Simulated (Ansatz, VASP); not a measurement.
**One calculation of ZrB3, two programs**

```
Zr B
1.0
    -1.63793    1.63793    3.87741
     1.63793   -1.63793    3.87741
     1.63793    1.63793   -3.87741
Zr B
1 3
Direct
  0.00000 0.00000 0.00000
  0.50000 0.50000 0.00000
  0.25000 0.75000 0.50000
  0.75000 0.25000 0.50000
```

Alike in both runs: task relaxation of cell and atoms; functional PBE; k mesh 20 × 20 × 20; occupations gaussian, width 0.1 eV; no spin polarisation.

|  | VASP | Ansatz |
| --- | --- | --- |
| version | VASP 6.6.1 | Ansatz 0.2.0 |
| potentials or method | VASP PAW PBE potentials, release 64 (Zr_sv, B), cutoff 500 eV | scalar-relativistic, plane waves, PAW |
| valence electrons in the cell | 21 | 21 |

```tsv
	VASP	Ansatz	Ansatz less VASP
gap on the k mesh at the Fermi level, each at its own relaxed structure (eV)	none	none	-
relaxed volume (Å³/atom)	10.41	10.40	-0.007
relaxed length of the cell vector where the two differ most in proportion (Å)	4.521	4.521	-0.0001
```

A gap of «none» marks a metal or a gap that the smearing closes.
